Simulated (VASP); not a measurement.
The system is Ga.

```
Ga
1.0
     3.14652    0.00000    0.00000
    -1.57326    2.72496    0.00000
     0.00000    0.00000    4.87249
Ga
2
Cartesian
  0.0000 1.8166 1.2181
  1.5733 0.9083 3.6544
```

This isn't the form of Ga at room conditions, which is orthorhombic.

* Program: VASP 6.6.1
* Task: relaxation of cell and atoms
* Functional: PBE
* Dispersion: D3(BJ)
* Potentials or basis: VASP PAW PBE potentials, release 64 (Ga_d)
* Cutoff: 500 eV
* k mesh: 15 × 15 × 10
* Occupations: gaussian, width 0.1 eV
* Spin: no spin polarisation

At the start: pressure -5.3 GPa; volume 20.89 Å³/atom.

Question: Where does the relaxation end?

Answer: Over 10 steps the energy falls by 56.5 meV/atom and the volume is 18.10 Å³/atom (-13.3 %); space group P6_3/mmc (No. 194, to 0.1 Å) before and after.

Step by step:
```tsv
step	energy change (eV)	largest force (eV/Å)	pressure (GPa)	volume (Å³)
1	0.0000	0.0000	-5.35	41.78
2	-0.0968	0.0000	-1.83	37.70
3	-0.1054	0.0000	-0.10	36.37
4	-0.1054	0.0000	0.14	36.26
5	-0.1096	0.0000	0.17	36.17
6	-0.1115	0.0000	0.41	35.87
7	-0.1128	0.0000	0.36	35.98
8	-0.1128	0.0000	0.39	36.00
9	-0.1130	0.0000	-0.18	36.33
10	-0.1130	0.0000	0.01	36.20
```

Final structure:
```
Ga
1.0
     2.95642    0.00000    0.00000
    -1.47821    2.56033    0.00000
     0.00000    0.00000    4.78258
Ga
2
Direct
  0.33333 0.66667 0.25000
  0.66667 0.33333 0.75000
```
